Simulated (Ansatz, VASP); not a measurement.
# One calculation of Si, two programs

Contents of INCAR:

```
ALGO     = Normal         # electronic algorithm
EDIFF    = 1E-7           # SCF threshold, eV
EDIFFG   = -0.002         # ionic threshold
ENCUT    = 500            # plane-wave cutoff, eV
GGA_COMPAT= False        
IBRION   = 2              # ionic algorithm
ISIF     = 3              # what is computed and relaxed
ISMEAR   = 0              # smearing method
LASPH    = True           # aspherical terms in the spheres
LCHARG   = False          # write CHGCAR
LREAL    = False          # projectors in reciprocal space
LWAVE    = False          # write WAVECAR
NELM     = 120            # most SCF steps
NELMIN   = 4            
NSW      = 100            # ionic steps
PREC     = Accurate       # precision mode
SIGMA    = 0.02           # smearing width, eV
```

File KPOINTS:

```
k-points
0
Gamma
  8 8 8
```

The input POSCAR:

```
Si
1.0
    0.0000000000      2.7155000000      2.7155000000
    2.7155000000      0.0000000000      2.7155000000
    2.7155000000      2.7155000000      0.0000000000
Si
2
Direct
    0.0000000000      0.0000000000      0.0000000000
    0.2500000000      0.2500000000      0.2500000000
```

Input for Ansatz:

```yaml
crystal:
  lattice:
    - [0.0, 2.7155, 2.7155]
    - [2.7155, 0.0, 2.7155]
    - [2.7155, 2.7155, 0.0]
  atoms:
    - { symbol: Si, position: [0.0, 0.0, 0.0] }
    - { symbol: Si, position: [0.25, 0.25, 0.25] }
basis:
  ecutwfc: 420
kpoints:
  mp_grid: { grid: [8, 8, 8] }
hamiltonian:
  xc: lda
  pseudopotentials: { kind: paw, azcp: { folder: soft_1 } }
scf:
  occupations: { method: gaussian, width: 0.02 }
output:
  forces: true
  stress: true
  eigenvalues: true
relax:
  adjacent_minimum: "off"
  f_tol: 0.002
  max_steps: 80
  cell: { stress_tol: 0.02 }
```

Alike in both runs: task relaxation of cell and atoms; functional LDA; k mesh 8 × 8 × 8; occupations gaussian, width 0.02 eV; no spin polarisation.

|  | VASP | Ansatz |
| --- | --- | --- |
| version | VASP 6.6.1 | Ansatz 0.2.0 |
| potentials or method | VASP PAW LDA potentials, release 64 (Si), cutoff 500 eV | scalar-relativistic, plane waves, PAW |
| valence electrons in the cell | 8 | 8 |

```csv
,VASP,Ansatz,Ansatz less VASP
"gap on the k mesh at the Fermi level, each at its own relaxed structure (eV)",0.49,0.49,+0.002
relaxed volume (Å³/atom),19.72,19.70,-0.013
relaxed cell length with the largest relative difference (Å),3.820,3.820,-0.0009
```

Ansatz warns that its potentials were made for another functional, while VASP's fit it. LDA's correlation is that of Perdew and Zunger in VASP and of Perdew and Wang (1992) in Ansatz.
